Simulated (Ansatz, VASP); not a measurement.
**One calculation of Sr, two programs**

Contents of INCAR:

```
PREC     = Accurate       # precision mode
ENCUT    = 520            # plane-wave cutoff, eV
EDIFF    = 1E-6           # SCF threshold, eV
ISMEAR   = 0              # smearing method
SIGMA    = 0.15           # smearing width, eV
LREAL    = False          # projectors in reciprocal space
LASPH    = True           # aspherical terms in the spheres
NELM     = 60             # most SCF steps
ALGO     = Fast           # electronic algorithm
ISIF     = 2              # what is computed and relaxed
LWAVE    = False          # write WAVECAR
LCHARG   = False          # write CHGCAR
GGA      = PE             # functional
NBANDS   = 11             # bands
```

File KPOINTS:

```
regular mesh
0
Gamma
  14 14 14
```

The input POSCAR:

```
Sr
1.0
    0.0266205625      3.0423500000      3.0423500000
    3.0423500000      0.0266205625      3.0423500000
    3.0689705625      3.0689705625      0.0000000000
Sr
1
Direct
    0.0000000000      0.0000000000      0.0000000000
```

Input for Ansatz:

```yaml
crystal:
  lattice:
    - [0.0266205625, 3.04235, 3.04235]
    - [3.04235, 0.0266205625, 3.04235]
    - [3.0689705625, 3.0689705625, 0.0]
  atoms:
    - { symbol: Sr, position: [0.0, 0.0, 0.0] }
basis:
  ecutwfc: 420
kpoints:
  mp_grid: { grid: [14, 14, 14] }
hamiltonian:
  xc: pbe
scf:
  occupations: { method: gaussian, width: 0.15 }
output:
  forces: true
  stress: true
  eigenvalues: true
```

Change from the starting cell: strain +0.0175 x Voigt [0, 0, 0, 0, 0, 1], atoms carried along.

Alike in both runs: task single point; functional PBE; k mesh 14 × 14 × 14; occupations gaussian, width 0.15 eV; no spin polarisation.

```csv
,VASP,Ansatz
version,VASP 6.6.1,Ansatz 0.2.0
potentials or method,"VASP PAW PBE potentials, release 64 (Sr_sv), cutoff 520 eV","scalar-relativistic, plane waves, PAW"
valence electrons in the cell,10,10
```

```tsv
	VASP	Ansatz	Ansatz less VASP
gap on the k mesh at the Fermi level (eV)	none	none	-
pressure (GPa)	-0.3	-0.3	-0.01
traceless stress, the component that is largest in VASP (GPa)	-0.18	-0.18	+0.001
```

A gap of «none» marks a metal or a gap that the smearing closes. With one functional, cell and mesh, what is left measures potentials, basis and numerics.
